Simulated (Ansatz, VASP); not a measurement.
## Bi in VASP and in Ansatz

The input INCAR:

```
SYSTEM = Bi
PREC = Accurate
ENCUT = 520
EDIFF = 1E-6
ISMEAR = -1
SIGMA = 0.05
LREAL = .FALSE.
LASPH = .TRUE.
NELM = 100
ALGO = Fast
ISIF = 2
LWAVE = .FALSE.
LCHARG = .TRUE.
GGA = PS
LELF = .TRUE.
LVHAR = .TRUE.
NBANDS = 38
```

File KPOINTS:

```
regular mesh
0
G
  7 7 7
  0 0 0
```

The input POSCAR:

```
Bi
1.0
   -4.3896088981      4.3896088981      2.0377146318
    4.3896088981     -4.3896088981      2.0377146318
    4.3896088981      4.3896088981     -2.0377146318
Bi
4
Direct
    0.1456555000      0.3543445000      0.5000000000
    0.8543445000      0.6456555000      0.5000000000
    0.6456555000      0.1456555000      0.7913110000
    0.3543445000      0.8543445000      0.2086890000
```

The input input.yaml:

```yaml
crystal:
  lattice:
    - [-4.3896088981, 4.3896088981, 2.0377146318]
    - [4.3896088981, -4.3896088981, 2.0377146318]
    - [4.3896088981, 4.3896088981, -2.0377146318]
  atoms:
    - { symbol: Bi, position: [0.1456555, 0.3543445, 0.5] }
    - { symbol: Bi, position: [0.8543445, 0.6456555, 0.5] }
    - { symbol: Bi, position: [0.6456555, 0.1456555, 0.791311] }
    - { symbol: Bi, position: [0.3543445, 0.8543445, 0.208689] }
kpoints:
  mp_grid: { grid: [7, 7, 7] }
scf:
  occupations: { method: fermi_dirac, width: 0.05 }
hamiltonian:
  xc: pbesol
  pseudopotentials: { kind: all_electron, lapw: { basis_error: 0.001 } }
output:
  forces: true
  stress: true
  eigenvalues: true
```

Change from the starting cell: volume scaled by 0.96.

Alike in both runs: task single point; functional PBEsol; k mesh 7 × 7 × 7; occupations fermi-dirac, width 0.05 eV; no spin polarisation.

|  | VASP | Ansatz |
| --- | --- | --- |
| version | VASP 6.6.1 | Ansatz 0.2.0 |
| potentials or method | VASP PAW PBE potentials, release 64 (Bi_d), cutoff 520 eV | all-electron LAPW, scalar-relativistic |

```csv
,VASP,Ansatz,Ansatz less VASP
gap on the k mesh at the Fermi level (eV),none,none,-
pressure (GPa),-0.3,-0.2,+0.08
"traceless stress, the component that is largest in VASP (GPa)",0.07,0.07,+0.006
rms of the force components (eV/Å),0.006,0.006,+0.0010
```

VASP's potentials were made for PBE, not for PBEsol. Atom by atom the forces differ by 0.001 eV/Å (rms over components). A gap of «none» marks a metal or a gap that the smearing closes. Ansatz ran all-electron here, and VASP with PAW potentials.

Spin-orbit coupling is off throughout.
